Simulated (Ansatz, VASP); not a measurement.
Given: the input of a run of VASP 6.6.1 on Au.

File INCAR:

```
PREC = Accurate
ENCUT = 520
EDIFF = 1E-6
ISMEAR = -1
SIGMA = 0.05
LREAL = F
LASPH = T
NELM = 60
ALGO = Normal
ISIF = 2
LWAVE = F
LCHARG = T
LELF = T
LVHAR = T
NBANDS = 12
```

File KPOINTS:

```
Automatic mesh
0
Gamma
  11 11 11
```

Contents of POSCAR:

```
Au
1.0
   -1.6348707273      1.6348707273      1.6348707273
    1.6348707273     -1.6348707273      1.6348707273
    1.6348707273      1.6348707273     -1.6348707273
Au
1
Direct
    0.0000000000      0.0000000000      0.0000000000
```

Potentials or basis: VASP PAW LDA potentials, release 64 (Au).

Run with:

```sh
$ cat potpaw_LDA.64/Au/POTCAR > POTCAR
$ mpirun -np 1 vasp_std > vasp.out
```

Question: Translate it to Ansatz 0.2.0. Potentials there: all-electron LAPW, scalar-relativistic.

Answer: As run (the cutoff follows the program's own potentials):

File input.yaml:

```yaml
crystal:
  lattice:
    - [-1.6348707273, 1.6348707273, 1.6348707273]
    - [1.6348707273, -1.6348707273, 1.6348707273]
    - [1.6348707273, 1.6348707273, -1.6348707273]
  atoms:
    - { symbol: Au, position: [0.0, 0.0, 0.0] }
kpoints:
  mp_grid: { grid: [11, 11, 11] }
scf:
  occupations: { method: fermi_dirac, width: 0.05 }
hamiltonian:
  xc: lda
  pseudopotentials: { kind: all_electron, lapw: { basis_error: 0.001 } }
output:
  forces: true
  stress: true
  eigenvalues: true
```

Potentials or basis: all-electron LAPW, scalar-relativistic.

The run is started by

```bash
$ ansatz run input.yaml --threads 1 --pin off --max-ram 3072MiB --backend cpu --events-out ev --progress --plain --runs-dir out
```

Both were run:

|  | VASP | Ansatz | Ansatz less VASP |
| --- | --- | --- | --- |
| gap on the k mesh at the Fermi level (eV) | none | none | - |
| pressure (GPa) | -7.6 | -8.0 | -0.43 |

LDA's correlation is that of Perdew and Zunger in VASP and of Perdew and Wang (1992) in Ansatz. A gap of «none» marks a metal or a gap that the smearing closes. Ansatz ran all-electron here, and VASP with PAW potentials.

Spin-orbit coupling is off throughout.
